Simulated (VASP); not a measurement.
A run of VASP 6.6.1:

INCAR

```
  PREC = Accurate
  ENCUT = 520
  EDIFF = 1E-6
  ISMEAR = -1
  SIGMA = 0.1
  LREAL = False
  LASPH = True
  NELM = 60
  ALGO = Normal
  ISIF = 2
  LWAVE = False
  LCHARG = False
  GGA = PS
  NBANDS = 12
```

File KPOINTS:

```
Automatic mesh
0
Gamma
  12 12 7
```

The input POSCAR:

```
Sb
1.0
    3.2703213814      0.0000000000      0.0000000000
   -1.6351606907      2.8321813948      0.0000000000
    0.0000000000      0.0000000000      5.4076820290
Sb
2
Direct
    0.3333333333      0.6666666667      0.2500000000
    0.6666666667      0.3333333333      0.7500000000
```

Potentials or basis: VASP PAW PBE potentials, release 64 (Sb).

Command:

```bash
$ cat potpaw_PBE.64/Sb/POTCAR > POTCAR
$ mpirun -np 1 vasp_std > vasp.out
```

Hardware: 1 thread of AMD EPYC 9R45 96-Core Processor (Zen 5), with other jobs on the host.

How long does it take, and how much memory?

Wall time 12 s on 1 thread of AMD EPYC 9R45 96-Core Processor (Zen 5) (shared host), peak memory 0.15 GiB. Counts: scf iterations 9, k points 76.
